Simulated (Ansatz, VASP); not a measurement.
# Cu: VASP beside Ansatz

```
CELL_PARAMETERS angstrom
0.00000 1.78872 1.78872
1.78872 0.00000 1.78872
1.78872 1.78872 0.00000
ATOMIC_POSITIONS crystal
Cu 0.00000 0.00000 0.00000
```

Alike in both runs: task relaxation of cell and atoms; functional r2SCAN; k mesh 20 × 20 × 20; occupations gaussian, width 0.1 eV; no spin polarisation.

```csv
,VASP,Ansatz
version,VASP 6.6.1,Ansatz 0.2.0
potentials or method,"VASP PAW PBE potentials, release 64 (Cu), cutoff 600 eV","scalar-relativistic, plane waves, PAW"
valence electrons in the cell,11,19
```

Ansatz gave:

- gap on the k mesh at the Fermi level, each at its own relaxed structure (eV): none
- relaxed volume (Å³/atom): 11.44
- relaxed cell length with the largest relative difference (Å): 2.529

**Question.** Estimate VASP's values.

**Answer.** gap on the k mesh at the Fermi level, each at its own relaxed structure (eV): none; relaxed volume (Å³/atom): 11.48; relaxed cell length with the largest relative difference (Å): 2.532.

VASP's potentials were made for PBE, not for r2SCAN. A gap of «none» marks a metal or a gap that the smearing closes. VASP's potentials hold 11 valence electrons a cell and Ansatz's 19, so a difference there can come from the potentials and not from the codes.
